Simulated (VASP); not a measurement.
# Li (P6_3/mmc) in VASP: further runs

Runs on Li. Level: BLYP. Tasks: single point.

Everything below comes from runs of VASP 6.6.1. Logs are shortened: lines on timing, memory, paths and dates and some standing lists are left out, and cuts for length are marked.

### 1 The cell of the first run

Symmetry: P6_3/mmc, No. 194, hexagonal system. Conventional cell: a = 3.127 Å, b = 3.127 Å, c = 10.187 Å, α = 90.00°, β = 90.00°, γ = 120.00°. Li (site symmetry -3m) has 12 Li at 3.12 to 3.13 Å within 4.1 Å. Within 4.1 Å of Li (site symmetry -6m2) lie 12 Li at 3.12 to 3.13 Å.

This isn't the form of Li at room conditions, which is bcc.

### 2 Single point, BLYP (21.57 Å³/atom)

The input, INCAR:

```
AGGAC    = 1.0          
AGGAX    = 1.0          
ALDAC    = 0.0          
ALDAX    = 1.0          
ALGO     = Normal         # electronic algorithm
EDIFF    = 1E-7           # SCF threshold, eV
ENCUT    = 520            # plane-wave cutoff, eV
GGA      = B5             # functional
ISIF     = 2              # what is computed and relaxed
ISMEAR   = -1             # smearing method
LASPH    = T              # aspherical terms in the spheres
LCHARG   = F              # write CHGCAR
LREAL    = F              # projectors in reciprocal space
LWAVE    = F              # write WAVECAR
NBANDS   = 14             # bands
NELM     = 100            # most SCF steps
PREC     = Accurate       # precision mode
SIGMA    = 0.1            # smearing width, eV
```

The input, KPOINTS:

```
k-points
0
Gamma
  13 13 4
```

The input, POSCAR:

```
Li
1.0
    3.1269193728      0.0000000000      0.0000000000
   -1.5634596864      2.7079916124      0.0000000000
    0.0000000000      0.0000000000     10.1871337654
Li
4
Direct
    1.0000000000      1.0000000000      0.0000000000
    1.0000000000      1.0000000000      0.5000000000
    0.3333333333      0.6666666667      0.2500000000
    0.6666666667      0.3333333333      0.7500000000
```

Potentials or basis: VASP PAW PBE potentials, release 64 (Li_sv).

Launch:

```sh
cat potpaw_PBE.64/Li_sv/POTCAR > POTCAR
mpirun -np 1 vasp_std > vasp.out
```

OUTCAR:

```text
EDIFF = 1E-7
   ENCUT = 520
   GGA = B5
   ISIF = 2
   ISMEAR = -1
   LASPH = T
   LREAL = F
   NELM = 100
   PREC = Accurate

 ion  position               nearest neighbor table
   1  0.000  0.000  0.000-
   2  0.000  0.000  0.500-
   3  0.333  0.667  0.250-
   4  0.667  0.333  0.750-

  LATTYP: Found a hexagonal cell.
 ALAT       =     3.1269193728
 C/A-ratio  =     3.2578818162

  Lattice vectors:

 A1 = (   3.1269193728,   0.0000000000,   0.0000000000)
 A2 = (  -1.5634596864,   2.7079916124,   0.0000000000)
 A3 = (   0.0000000000,   0.0000000000,  10.1871337654)

Analysis of symmetry for initial positions (statically):
=====================================================================
 Subroutine PRICEL returns:
 Original cell was already a primitive cell.

 Routine SETGRP: Setting up the symmetry group for a
 hexagonal supercell.

 Subroutine GETGRP returns: Found 24 space group operations
 (whereof 12 operations were pure point group operations)
 out of a pool of 24 trial point group operations.

The static configuration has the point symmetry D_3d.
 The point group associated with its full space group is D_6h.

Analysis of symmetry for dynamics (positions and initial velocities):
=====================================================================
 Subroutine PRICEL returns:
 Original cell was already a primitive cell.

 Routine SETGRP: Setting up the symmetry group for a
 hexagonal supercell.

 Subroutine GETGRP returns: Found 24 space group operations
 (whereof 12 operations were pure point group operations)
 out of a pool of 24 trial point group operations.

The dynamic configuration has the point symmetry D_3d.
 The point group associated with its full space group is D_6h.

 Subroutine INISYM returns: Found 24 space group operations
 (whereof 12 operations are pure point group operations),
 and found     1 'primitive' translations

----------------------------------------------------------------------------------------

                                     Primitive cell

  volume of cell :      86.2613

  direct lattice vectors                    reciprocal lattice vectors
     3.126919373  0.000000000  0.000000000     0.319803577  0.184638681  0.000000000
    -1.563459686  2.707991612  0.000000000     0.000000000  0.369277362  0.000000000
     0.000000000  0.000000000 10.187133765     0.000000000  0.000000000  0.098163038

  length of vectors
     3.126919373  3.126919373 10.187133765     0.369277362  0.369277362  0.098163038

  position of ions in fractional coordinates (direct lattice)
     0.000000000  0.000000000  0.000000000
     0.000000000  0.000000000  0.500000000
     0.333333333  0.666666667  0.250000000
     0.666666667  0.333333333  0.750000000

  ion indices of the primitive-cell ions
   primitive index   ion index
                 1           1
                 2           2
                 3           3
                 4           4

----------------------------------------------------------------------------------------

 KPOINTS: k-points

Automatic generation of k-mesh.
 Grid dimensions read from file:
 generate k-points for:   13   13    4

 Generating k-lattice:

  Cartesian coordinates                     Fractional coordinates (reciprocal lattice)
     0.024600275  0.014202975  0.000000000     0.076923077 -0.000000000  0.000000000
     0.000000000  0.028405951  0.000000000     0.000000000  0.076923077  0.000000000
     0.000000000  0.000000000  0.024540760     0.000000000  0.000000000  0.250000000

  Length of vectors
     0.028405951  0.028405951  0.024540760

  Shift w.r.t. Gamma in fractional coordinates (k-lattice)
     0.000000000  0.000000000  0.000000000

 Subroutine IBZKPT returns following result:
 ===========================================

 Found     63 irreducible k-points:

 Following reciprocal coordinates:
            Coordinates               Weight
  0.000000  0.000000  0.000000      1.000000
  0.076923  0.000000  0.000000      6.000000
  0.153846  0.000000  0.000000      6.000000
  0.230769  0.000000  0.000000      6.000000
  0.307692  0.000000  0.000000      6.000000
  0.384615  0.000000  0.000000      6.000000
[... 16 lines left out ...]
  0.076923  0.000000  0.250000     12.000000
  0.153846  0.000000  0.250000     12.000000
 [... further k-points ...]
   k-points           NKPTS =     63   k-points in BZ     NKDIM =     63   number of bands    NBANDS=     14
   number of dos      NEDOS =    301   number of ions     NIONS =      4
   total plane-waves  NPLWV =  46080
   dimension x,y,z NGX =    24 NGY =   24 NGZ =   80
   dimension x,y,z NGXF=    48 NGYF=   48 NGZF=  160
   ions per type =               4
   NGX,Y,Z   is equivalent  to a cutoff of  12.76, 12.76, 13.06 a.u.
   NGXF,Y,Z  is equivalent  to a cutoff of  25.52, 25.52, 26.11 a.u.
 SYSTEM =  unknown system
   PREC   = accura    normal or accurate (medium, high low for compatibility)
   ISTART =      0    job   : 0-new  1-cont  2-samecut
   ICHARG =      2    charge: 1-file 2-atom 10-const
   ISPIN  =      1    spin polarized calculation?
   LNONCOLLINEAR =      F non collinear calculations
   LSORBIT =      F    spin-orbit coupling
   LASPH  =      T    aspherical Exc in radial PAW
   ENCUT  =  520.0 eV  38.22 Ry    6.18 a.u.   5.81  5.81 18.94*2*pi/ulx,y,z
   NELM   =    100;   NELMIN=  2; NELMDL= -5     # of ELM steps
   EDIFF  = 0.1E-06   stopping-criterion for ELM
   LREAL  =      F    real-space projection
   EDIFFG = 0.1E-05   stopping-criterion for IOM
   NSW    =      0    number of steps for IOM
   IBRION =     -1    ionic relax: 0-MD 1-quasi-New 2-CG
   NFREE  =      0    steps in history (QN), initial steepest desc. (CG)
   ISIF   =      2    stress and relaxation
   ISYM   =      2    0-nonsym 1-usesym 2-fastsym
   POTIM  = 0.5000    time-step for ionic-motion
   TEBEG  =    0.0;   TEEND  =   0.0 temperature during run
   PSTRESS=    0.0 pullay stress
   NELECT =      12.0000    total number of electrons
   NUPDOWN=      -1.0000    fix difference up-down
   EMIN   =  10.00;   EMAX   =-10.00  energy-range for DOS
   EFERMI =   0.00;   METHOD = LEGACY
   ISMEAR =    -1;   SIGMA  =   0.10  broadening in eV -4-tet -1-fermi 0-gaus
   EFERMI_NEDOS =   21; number of points for ismear=-14 and -15
   IALGO  =     38    algorithm
   IMIX   =      4    mixing-type and parameters
     AMIX     =   0.40;   BMIX     =  1.00
     AMIX_MAG =   1.60;   BMIX_MAG =  1.00
  volume/ion in A,a.u.               =      21.57       145.53
  Fermi-wavevector in a.u.,A,eV,Ry     =   0.848262  1.602982  9.790046  0.719548
  Thomas-Fermi vector in A             =   1.963898
   LORBIT       =      0    0 simple, 1 ext, 2 COOP (PROOUT), +10 PAW based schemes
   GGA     = B5    functional components
   LHFCALC =     F    Hartree Fock is set to
   AEXX    =    0.0000 exact exchange contribution
   IVDW    =     0    specifies the selected vdW correction
   LEPSILON=     F    determine dielectric tensor
   LRPA    =     F    only Hartree local field effects (RPA)
 non-spin polarized calculation
  energy-cutoff  :      520.00
  volume of cell :       86.26
 maximum number of plane-waves:      2342
 NGX is ok and might be reduce to    24
   NGX = 11   NGY = 11   NGZ = 37

 number of electron      11.9999991 magnetization

 Free energy of the ion-electron system (eV)
  ---------------------------------------------------
  ext. energy  EPLUGINS =         0.00000000
  ---------------------------------------------------
  free energy    TOTEN  =        -6.29065602 eV

  energy without entropy =       -6.21981854  energy(sigma->0) =       -6.25523728

 E-fermi :   0.8826     XC(G=0):  -6.4982

 val. band max:        0.8661446316   @ k =   0.2308   0.1538   0.2500
 cond. band min:       0.8923608143   @ k =   0.0000   0.0000   0.0000
 fundamental gap:      0.0262161828
 Fermi energy:         0.8825770756

 k-point     1 :       0.0000    0.0000    0.0000
  band No.  band energies     occupation
      1     -46.4596      2.00000
      2     -46.4534      2.00000
      3     -46.4524      2.00000
      4     -46.4461      2.00000
      5      -2.5790      2.00000
      6      -1.4943      2.00000
      7      -1.4938      2.00000
      8       0.8924      0.95112
      9       3.6251      0.00000
     10       8.4948      0.00000
     11       8.4993      0.00000
     12      12.6200      0.00000
     13      12.6201      0.00000
     14      13.1796      0.00000

 k-point     2 :       0.0769    0.0000    0.0000
  band No.  band energies     occupation
      1     -46.4589      2.00000
      2     -46.4529      2.00000
      3     -46.4519      2.00000
      4     -46.4458      2.00000
      5      -2.4880      2.00000
      6      -1.4005      2.00000
      7      -1.4001      2.00000
      8       1.0109      0.43400
      9       3.6628      0.00000
     10       8.5353      0.00000
     11       8.5454      0.00000
     12      11.7081      0.00000
     13      11.9703      0.00000
     14      12.6942      0.00000

 k-point     3 :       0.1538    0.0000    0.0000
  band No.  band energies     occupation
      1     -46.4570      2.00000
      2     -46.4514      2.00000
      3     -46.4505      2.00000
      4     -46.4449      2.00000
      5      -2.2142      2.00000
      6      -1.1208      2.00000
      7      -1.1201      2.00000
      8       1.3659      0.01579
      9       3.7647      0.00000
     10       8.5487      0.00000
     11       8.6341      0.00000
     12      10.1467      0.00000
     13      11.0240      0.00000
     14      11.0456      0.00000
[... 324 lines left out ...]
 k-point    23 :       0.0769    0.0000    0.2500
  band No.  band energies     occupation
      1     -46.4584      2.00000
      2     -46.4549      2.00000
      3     -46.4498      2.00000
      4     -46.4463      2.00000
      5      -2.4197      2.00000
      6      -1.8748      2.00000
      7      -0.7986      2.00000
      8       0.6261      1.85709
      9       4.2055      0.00000
     10       6.8784      0.00000
     11      10.3088      0.00000
     12      11.7794      0.00000
     13      12.0392      0.00000
     14      12.3027      0.00000

 k-point    24 :       0.1538    0.0000    0.2500
  band No.  band energies     occupation
      1     -46.4566      2.00000
      2     -46.4533      2.00000
      3     -46.4486      2.00000
      4     -46.4454      2.00000
      5      -2.1456      2.00000
      6      -1.5983      2.00000
      7      -0.5127      2.00000
      8       0.9510      0.67071
      9       4.3344      0.00000
     10       7.0062      0.00000
     11       9.8244      0.00000
     12      10.4106      0.00000
     13      10.8762      0.00000
     14      11.1017      0.00000

 [... further k-points ...]
[... 5 lines left out ...]
  --------------------------------------------------------------------------------------
  -------------------------------------------------------------------------------------
  Total       -0.5449627     -0.5449627     -0.4899354     -0.0000000      0.0000000      0.0000000
  in kB      -10.1218843    -10.1218843     -9.0998327     -0.0000000      0.0000000      0.0000000
  external PRESSURE =      -9.7812004 kB  Pullay stress =       0.0000000 kB

 VOLUME and BASIS-vectors are now :
 -----------------------------------------------------------------------------
  energy-cutoff  :      520.00
  volume of cell :       86.26
      direct lattice vectors                 reciprocal lattice vectors
     3.126919373  0.000000000  0.000000000     0.319803577  0.184638681  0.000000000
    -1.563459686  2.707991612  0.000000000     0.000000000  0.369277362  0.000000000
     0.000000000  0.000000000 10.187133765     0.000000000  0.000000000  0.098163038

 POSITION                                       TOTAL-FORCE (eV/Angst)
 -----------------------------------------------------------------------------------
      0.00000      0.00000      0.00000        -0.000000      0.000000     -0.000000
      0.00000      0.00000      5.09357        -0.000000      0.000000     -0.000000
     -0.00000      1.80533      2.54678         0.000000     -0.000000      0.000000
      1.56346      0.90266      7.64035        -0.000000      0.000000      0.000000
 -----------------------------------------------------------------------------------
    total drift:                               -0.000000      0.000000     -0.000000

  FREE ENERGIE OF THE ION-ELECTRON SYSTEM (eV)
  ---------------------------------------------------
  free  energy   TOTEN  =        -6.2906560219 eV

  energy  without entropy=       -6.2198185397  energy(sigma->0) =       -6.25523728
```

Wall time 70 s (1 thread of AMD EPYC 9R45 (Zen 5), shared host); peak memory 0.18 GiB.

Results:

```
Free energy            : -6.2907 eV
Band gap on the k mesh : zero (bands 6 and 7 overlap by 3.95 eV)
```

Caveat: the cutoff is under 1.25 times the usual one of these potentials, so pressure, stress and relaxed cells hold a basis-set (Pulay) error; the PAW data sets were made with another functional, which shifts forces and pressure a little.

### 3 Single point, BLYP (22.36 Å³/atom)

This run uses another cell than the first one, of 22.36 Å³/atom.

The input, INCAR:

```
SYSTEM = Li
  AGGAC = 1.0
  AGGAX = 1.0
  ALDAC = 0.0
  ALDAX = 1.0
  ALGO = Normal
  EDIFF = 1E-6
  ENCUT = 520
  GGA = B5
  ISIF = 2
  ISMEAR = -1
  LASPH = .True.
  LCHARG = .False.
  LREAL = .False.
  LWAVE = .False.
  NBANDS = 14
  NELM = 100
  PREC = Accurate
  SIGMA = 0.1
```

The input, KPOINTS:

```
k-points
0
Gamma
  13 13 4
  0 0 0
```

The input, POSCAR:

```
Li
1.0
    3.1650562944      0.0000000000      0.0000000000
   -1.5825281472      2.7410191554      0.0000000000
    0.0000000000      0.0000000000     10.3113793490
Li
4
Direct
    1.0000000000      1.0000000000      0.0000000000
    1.0000000000      1.0000000000      0.5000000000
    0.3333333333      0.6666666667      0.2500000000
    0.6666666667      0.3333333333      0.7500000000
```

Potentials or basis: VASP PAW PBE potentials, release 64 (Li_sv).

Launch:

```sh
cat potpaw_PBE.64/Li_sv/POTCAR > POTCAR
mpirun -np 1 vasp_std > vasp.out
```

It took 48 s on 1 thread of AMD EPYC 9R45 (Zen 5), shared host; peak memory 0.18 GiB.

It converged, with:

```yaml
Free_energy: -6.2698 eV
Band_gap_on_the_k_mesh: zero (bands 6 and 7 overlap by 3.89 eV)
```

Levels at points of the mesh, in eV from the Fermi level:
```tsv
k point	band 4	band 5	band 6	band 7	band 8	band 9
(0.00, 0.00, 0.00)	-47.39	-3.41	-2.34	-2.34	0.02	2.63
(0.00, 0.00, 0.50)	-47.39	-3.14	-3.14	-1.06	-1.06	4.33
```

Caveat: the cutoff is under 1.25 times the usual one of these potentials, so pressure, stress and relaxed cells hold a basis-set (Pulay) error; the PAW data sets were made with another functional, which shifts forces and pressure a little.

The gap in the log of VASP goes by the Fermi energy; the results here count the filled bands.